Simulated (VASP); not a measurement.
# AgBr (rocksalt type) (Fm-3m) in VASP: notebook

Runs on AgBr (rocksalt type). Level: PBE. Tasks: electric field gradients.

Everything below comes from runs of VASP 6.6.1. Logs are shortened: lines on timing, memory, paths and dates and some standing lists are left out, and cuts for length are marked.

### Step 1. The cell of the first run

The structure is cubic, space group Fm-3m (No. 225). The conventional cell has a = 5.742 Å, b = 5.742 Å, c = 5.742 Å, α = 90.00°, β = 90.00°, γ = 90.00°. Within 3.8 Å of Ag (site symmetry m-3m) lie 6 Br at 2.87 Å. Within 3.8 Å of Br (site symmetry m-3m) lie 6 Ag at 2.87 Å.

### Step 2. Electric field gradients, PBE (volume scaled by 0.95)

INCAR

```
SYSTEM = AgBr
ALGO = Normal
EDIFF = 1E-8
ENCUT = 400
GGA = PE
GGA_COMPAT = .FALSE.
ISIF = 2
ISMEAR = -1
LASPH = .TRUE.
LCHARG = .FALSE.
LEFG = .TRUE.
LREAL = .FALSE.
LWAVE = .FALSE.
NBANDS = 16
NELM = 120
PREC = Accurate
SIGMA = 0.03
```

KPOINTS

```
k-points
0
G
  13 13 13
  0 0 0
```

POSCAR

```
AgBr
1.0
    0.0000000000      2.8709392673      2.8709392673
    2.8709392673      0.0000000000      2.8709392673
    2.8709392673      2.8709392673      0.0000000000
Ag Br
1 1
Direct
    0.0000000000      0.0000000000      0.0000000000
    0.5000000000      0.5000000000      0.5000000000
```

Potentials or basis: VASP PAW PBE potentials, release 64 (Ag, Br).

The run is started by

```bash
> cat potpaw_PBE.64/Ag/POTCAR potpaw_PBE.64/Br/POTCAR > POTCAR
> mpirun -np 1 vasp_std > vasp.out
```

OUTCAR:

```text
SYSTEM = AgBr
   EDIFF = 1E-8
   ENCUT = 400
   GGA = PE
   ISIF = 2
   ISMEAR = -1
   LASPH = .TRUE.
   LREAL = .FALSE.
   NELM = 120
   PREC = Accurate

 ion  position               nearest neighbor table
   1  0.000  0.000  0.000-   2 2.87   2 2.87   2 2.87   2 2.87   2 2.87   2 2.87
   2  0.500  0.500  0.500-   1 2.87   1 2.87   1 2.87   1 2.87   1 2.87   1 2.87

  LATTYP: Found a face centered cubic cell.
 ALAT       =     5.7418785346

  Lattice vectors:

 A1 = (   0.0000000000,   2.8709392673,   2.8709392673)
 A2 = (   2.8709392673,   0.0000000000,   2.8709392673)
 A3 = (   2.8709392673,   2.8709392673,   0.0000000000)

Analysis of symmetry for initial positions (statically):
=====================================================================
 Subroutine PRICEL returns:
 Original cell was already a primitive cell.

 Routine SETGRP: Setting up the symmetry group for a
 face centered cubic supercell.

 Subroutine GETGRP returns: Found 48 space group operations
 (whereof 48 operations were pure point group operations)
 out of a pool of 48 trial point group operations.

The static configuration has the point symmetry O_h .

Analysis of symmetry for dynamics (positions and initial velocities):
=====================================================================
 Subroutine PRICEL returns:
 Original cell was already a primitive cell.

 Routine SETGRP: Setting up the symmetry group for a
 face centered cubic supercell.

 Subroutine GETGRP returns: Found 48 space group operations
 (whereof 48 operations were pure point group operations)
 out of a pool of 48 trial point group operations.

The dynamic configuration has the point symmetry O_h .

 Subroutine INISYM returns: Found 48 space group operations
 (whereof 48 operations are pure point group operations),
 and found     1 'primitive' translations

----------------------------------------------------------------------------------------

                                     Primitive cell

  volume of cell :      47.3262

  direct lattice vectors                    reciprocal lattice vectors
     0.000000000  2.870939267  2.870939267    -0.174159031  0.174159031  0.174159031
     2.870939267  0.000000000  2.870939267     0.174159031 -0.174159031  0.174159031
     2.870939267  2.870939267  0.000000000     0.174159031  0.174159031 -0.174159031

  length of vectors
     4.060121249  4.060121249  4.060121249     0.301652290  0.301652290  0.301652290

  position of ions in fractional coordinates (direct lattice)
     0.000000000  0.000000000  0.000000000
     0.500000000  0.500000000  0.500000000

  ion indices of the primitive-cell ions
   primitive index   ion index
                 1           1
                 2           2

----------------------------------------------------------------------------------------

 KPOINTS: k-points

Automatic generation of k-mesh.
 Grid dimensions read from file:
 generate k-points for:   13   13   13

 Generating k-lattice:

  Cartesian coordinates                     Fractional coordinates (reciprocal lattice)
    -0.013396849  0.013396849  0.013396849     0.076923077  0.000000000  0.000000000
     0.013396849 -0.013396849  0.013396849     0.000000000  0.076923077  0.000000000
     0.013396849  0.013396849 -0.013396849     0.000000000  0.000000000  0.076923077

  Length of vectors
     0.023204022  0.023204022  0.023204022

  Shift w.r.t. Gamma in fractional coordinates (k-lattice)
     0.000000000  0.000000000  0.000000000

 Subroutine IBZKPT returns following result:
 ===========================================

 Found     84 irreducible k-points:

 Following reciprocal coordinates:
            Coordinates               Weight
  0.000000  0.000000  0.000000      1.000000
  0.076923  0.000000  0.000000      8.000000
  0.153846  0.000000  0.000000      8.000000
  0.230769  0.000000  0.000000      8.000000
  0.307692  0.000000  0.000000      8.000000
  0.384615  0.000000  0.000000      8.000000
[... 16 lines left out ...]
  0.384615  0.153846  0.000000     24.000000
  0.461538  0.153846  0.000000     24.000000
 [... further k-points ...]
   k-points           NKPTS =     84   k-points in BZ     NKDIM =     84   number of bands    NBANDS=     16
   number of dos      NEDOS =    301   number of ions     NIONS =      2
   total plane-waves  NPLWV =  21952
   dimension x,y,z NGX =    28 NGY =   28 NGZ =   28
   dimension x,y,z NGXF=    56 NGYF=   56 NGZF=   56
   ions per type =               1   1
   NGX,Y,Z   is equivalent  to a cutoff of  11.46, 11.46, 11.46 a.u.
   NGXF,Y,Z  is equivalent  to a cutoff of  22.93, 22.93, 22.93 a.u.
 SYSTEM =  AgBr
   PREC   = accura    normal or accurate (medium, high low for compatibility)
   ISTART =      0    job   : 0-new  1-cont  2-samecut
   ICHARG =      2    charge: 1-file 2-atom 10-const
   ISPIN  =      1    spin polarized calculation?
   LNONCOLLINEAR =      F non collinear calculations
   LSORBIT =      F    spin-orbit coupling
   LASPH  =      T    aspherical Exc in radial PAW
   ENCUT  =  400.0 eV  29.40 Ry    5.42 a.u.   6.62  6.62  6.62*2*pi/ulx,y,z
   NELM   =    120;   NELMIN=  2; NELMDL= -5     # of ELM steps
   EDIFF  = 0.1E-07   stopping-criterion for ELM
   LREAL  =      F    real-space projection
   EDIFFG = 0.1E-06   stopping-criterion for IOM
   NSW    =      0    number of steps for IOM
   IBRION =     -1    ionic relax: 0-MD 1-quasi-New 2-CG
   NFREE  =      0    steps in history (QN), initial steepest desc. (CG)
   ISIF   =      2    stress and relaxation
   ISYM   =      2    0-nonsym 1-usesym 2-fastsym
   POTIM  = 0.5000    time-step for ionic-motion
   TEBEG  =    0.0;   TEEND  =   0.0 temperature during run
   PSTRESS=    0.0 pullay stress
   NELECT =      18.0000    total number of electrons
   NUPDOWN=      -1.0000    fix difference up-down
   EMIN   =  10.00;   EMAX   =-10.00  energy-range for DOS
   EFERMI =   0.00;   METHOD = LEGACY
   ISMEAR =    -1;   SIGMA  =   0.03  broadening in eV -4-tet -1-fermi 0-gaus
   EFERMI_NEDOS =   21; number of points for ismear=-14 and -15
   IALGO  =     38    algorithm
   IMIX   =      4    mixing-type and parameters
     AMIX     =   0.40;   BMIX     =  1.00
     AMIX_MAG =   1.60;   BMIX_MAG =  1.00
  volume/ion in A,a.u.               =      23.66       159.69
  Fermi-wavevector in a.u.,A,eV,Ry     =   1.186128  2.241457 19.142041  1.406900
  Thomas-Fermi vector in A             =   2.322308
   LORBIT       =      0    0 simple, 1 ext, 2 COOP (PROOUT), +10 PAW based schemes
   GGA     = PE    functional components
   LHFCALC =     F    Hartree Fock is set to
   AEXX    =    0.0000 exact exchange contribution
   IVDW    =     0    specifies the selected vdW correction
   LEPSILON=     F    determine dielectric tensor
   LRPA    =     F    only Hartree local field effects (RPA)
 non-spin polarized calculation
  energy-cutoff  :      400.00
  volume of cell :       47.33
 maximum number of plane-waves:       884
   NGX = 13   NGY = 13   NGZ = 13

 number of electron      17.9999998 magnetization

 Free energy of the ion-electron system (eV)
  ---------------------------------------------------
  ext. energy  EPLUGINS =         0.00000000
  ---------------------------------------------------
  free energy    TOTEN  =        -4.98326332 eV

  energy without entropy =       -4.98326327  energy(sigma->0) =       -4.98326330

 E-fermi :   3.9953     XC(G=0):  -9.8566

 val. band max:        3.5900823173   @ k =   0.4615   0.0000   0.0000
 cond. band min:       4.2824009871   @ k =   0.0000   0.0000   0.0000
 fundamental gap:      0.6923186699
 Fermi energy:         3.9953044192

 k-point     1 :       0.0000    0.0000    0.0000
  band No.  band energies     occupation
      1     -11.4664      2.00000
      2       0.8175      2.00000
      3       0.8175      2.00000
      4       0.8175      2.00000
      5       0.8175      2.00000
      6       0.8175      2.00000
[... 8 lines left out ...]
     15      15.3976      0.00000
     16      15.3976      0.00000

 k-point     2 :       0.0769    0.0000    0.0000
  band No.  band energies     occupation
      1     -11.4429      2.00000
      2       0.6261      2.00000
      3       0.6261      2.00000
      4       0.7062      2.00000
      5       0.8341      2.00000
      6       0.8341      2.00000
[... 8 lines left out ...]
     15      14.8037      0.00000
     16      15.0156      0.00000

 k-point     3 :       0.1538    0.0000    0.0000
  band No.  band energies     occupation
      1     -11.3766      2.00000
      2       0.2546      2.00000
      3       0.2907      2.00000
      4       0.2907      2.00000
      5       0.8809      2.00000
      6       0.8809      2.00000
[... 8 lines left out ...]
     15      14.5403      0.00000
     16      14.8709      0.00000

 k-point     4 :       0.2308    0.0000    0.0000
  band No.  band energies     occupation
      1     -11.2800      2.00000
      2      -0.3819      2.00000
      3      -0.0259      2.00000
      4      -0.0259      2.00000
      5       0.9481      2.00000
      6       0.9481      2.00000
[... 8 lines left out ...]
     15      14.8484      0.00000
     16      14.8484      0.00000

 k-point     5 :       0.3077    0.0000    0.0000
  band No.  band energies     occupation
      1     -11.1729      2.00000
      2      -0.9653      2.00000
      3      -0.2812      2.00000
      4      -0.2812      2.00000
      5       1.0213      2.00000
      6       1.0213      2.00000
[... 8 lines left out ...]
     15      15.4132      0.00000
     16      15.4132      0.00000

 k-point     6 :       0.3846    0.0000    0.0000
  band No.  band energies     occupation
      1     -11.0803      2.00000
      2      -1.3964      2.00000
      3      -0.4584      2.00000
      4      -0.4584      2.00000
      5       1.0833      2.00000
      6       1.0833      2.00000
[... 8 lines left out ...]
     15      16.1043      0.00000
     16      16.1043      0.00000
[... 267 lines left out ...]
 k-point    21 :       0.2308    0.1538    0.0000
  band No.  band energies     occupation
      1     -11.2837      2.00000
      2      -0.5773      2.00000
      3       0.4307      2.00000
      4       0.4382      2.00000
      5       0.7947      2.00000
      6       0.9369      2.00000
[... 8 lines left out ...]
     15      16.4928      0.00000
     16      16.8525      0.00000

 k-point    22 :       0.3077    0.1538    0.0000
  band No.  band energies     occupation
      1     -11.1953      2.00000
      2      -0.8526      2.00000
      3       0.0429      2.00000
      4       0.1312      2.00000
      5       0.8611      2.00000
      6       1.0347      2.00000
[... 8 lines left out ...]
     15      16.5861      0.00000
     16      16.6737      0.00000

 k-point    23 :       0.3846    0.1538    0.0000
  band No.  band energies     occupation
      1     -11.1052      2.00000
      2      -1.1044      2.00000
      3      -0.3006      2.00000
      4      -0.1427      2.00000
      5       0.9393      2.00000
      6       1.1048      2.00000
[... 8 lines left out ...]
     15      16.7565      0.00000
     16      16.9813      0.00000

 k-point    24 :       0.4615    0.1538    0.0000
  band No.  band energies     occupation
      1     -11.0348      2.00000
      2      -1.3118      2.00000
      3      -0.4926      2.00000
      4      -0.3496      2.00000
      5       1.0190      2.00000
      6       1.1388      2.00000
[... 8 lines left out ...]
     15      17.2025      0.00000
     16      17.2301      0.00000

 [... further k-points ...]
[... 5 lines left out ...]
  --------------------------------------------------------------------------------------
  -------------------------------------------------------------------------------------
  Total        0.6016731      0.6016731      0.6016731     -0.0000000     -0.0000000      0.0000000
  in kB       20.3689732     20.3689732     20.3689732     -0.0000000     -0.0000000      0.0000000
  external PRESSURE =      20.3689732 kB  Pullay stress =       0.0000000 kB

 VOLUME and BASIS-vectors are now :
 -----------------------------------------------------------------------------
  energy-cutoff  :      400.00
  volume of cell :       47.33
      direct lattice vectors                 reciprocal lattice vectors
     0.000000000  2.870939267  2.870939267    -0.174159031  0.174159031  0.174159031
     2.870939267  0.000000000  2.870939267     0.174159031 -0.174159031  0.174159031
     2.870939267  2.870939267  0.000000000     0.174159031  0.174159031 -0.174159031

 POSITION                                       TOTAL-FORCE (eV/Angst)
 -----------------------------------------------------------------------------------
      0.00000      0.00000      0.00000         0.000000     -0.000000      0.000000
      2.87094      2.87094      2.87094        -0.000000      0.000000     -0.000000
 -----------------------------------------------------------------------------------
    total drift:                                0.000000      0.000000      0.000000

  FREE ENERGIE OF THE ION-ELECTRON SYSTEM (eV)
  ---------------------------------------------------
  free  energy   TOTEN  =        -4.9832633212 eV

  energy  without entropy=       -4.9832632722  energy(sigma->0) =       -4.98326330

 Electric field gradients (V/A^2)
---------------------------------------------------------------------
 ion       V_xx      V_yy      V_zz      V_xy      V_xz      V_yz
---------------------------------------------------------------------
   1      -0.000     0.000     0.000    -0.002    -0.002    -0.002
   2      -0.000     0.000     0.000     0.000     0.000     0.000
---------------------------------------------------------------------

 Electric field gradients after diagonalization (V/A^2)
 (convention: |V_zz| > |V_xx| > |V_yy|)
----------------------------------------------------------------------
 ion       V_xx      V_yy      V_zz     asymmetry (V_yy - V_xx)/ V_zz
----------------------------------------------------------------------
   1       0.002     0.002    -0.003       0.000
   2      -0.000    -0.000     0.001       0.000
----------------------------------------------------------------------

           NMR quadrupolar parameters

 Cq : quadrupolar parameter    Cq=e*Q*V_zz/h
 eta: asymmetry parameters     (V_yy - V_xx)/ V_zz
 Q  : nuclear electric quadrupole moment in mb (millibarn)
----------------------------------------------------------------------
 ion       Cq(MHz)       eta       Q (mb)
----------------------------------------------------------------------
   1      -0.000       0.000       1.000
   2       0.000       0.000       1.000
----------------------------------------------------------------------
```

Run time: 26 s. Hardware: 1 thread of AMD EPYC 9R45 (Zen 5), shared host; peak memory 0.15 GiB.

Results:

```yaml
Free_energy: -4.9833 eV
Pressure: 2.0 GPa
Band_gap_on_the_k_mesh: 0.69 eV, indirect (least direct gap 2.60 eV)
```

Levels at points of the mesh, in eV from the valence-band top:
| k point | band 5 | band 6 | band 7 | band 8 | band 9 | band 10 | band 11 | band 12 | band 13 | band 14 |
| --- | --- | --- | --- | --- | --- | --- | --- | --- | --- | --- |
| (0.00, 0.00, 0.00) | -2.77 | -2.77 | -1.91 | -1.91 | -1.91 | 0.69 | 9.93 | 9.93 | 9.93 | 11.17 |

Caveat: without QUAD_EFG the Cq values of the log hold for a quadrupole moment of 1 mb, not for the nuclei. A k mesh can miss the band edges.

(Part 1 of 2 ends here.)
